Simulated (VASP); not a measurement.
A run of VASP 6.6.1 is set up as follows.

File INCAR:

```
SYSTEM = P
  PREC = Accurate
  ENCUT = 520
  EDIFF = 1E-7
  ISMEAR = 0
  SIGMA = 0.1
  LREAL = .False.
  LASPH = .True.
  NELM = 80
  ALGO = Normal
  ISIF = 2
  LWAVE = .False.
  LCHARG = .True.
  GGA = PE
  IVDW = 12
  LELF = .True.
  LVHAR = .True.
  NBANDS = 18
```

Contents of KPOINTS:

```
Automatic mesh
0
Gamma
  14 14 10
  0 0 0
```

File POSCAR:

```
P
1.0
    1.6614146974     -5.0972767970      0.0000000000
    1.6614146974      5.0972767970      0.0000000000
    0.0000000000      0.0000000000      4.1648374770
P
4
Direct
    0.8936276162      0.1063723838      0.0718894421
    0.6063723838      0.3936276162      0.5718894421
    0.1063723838      0.8936276162      0.9281105579
    0.3936276162      0.6063723838      0.4281105579
```

Potentials or basis: VASP PAW PBE potentials, release 64 (P).

Command:

```sh
$ cat potpaw_PBE.64/P/POTCAR > POTCAR
$ mpirun -np 1 vasp_std > vasp.out
```

Task: What does it give for the pressure?

Result: -0.4 GPa.

Task: What does it give for the largest force?

Result: 0.060 eV/Å.

Forces on the atoms (eV/Å):
```
P    0.000 -0.042  0.042
P    0.000  0.042  0.042
P    0.000  0.042 -0.042
P    0.000 -0.042 -0.042
```
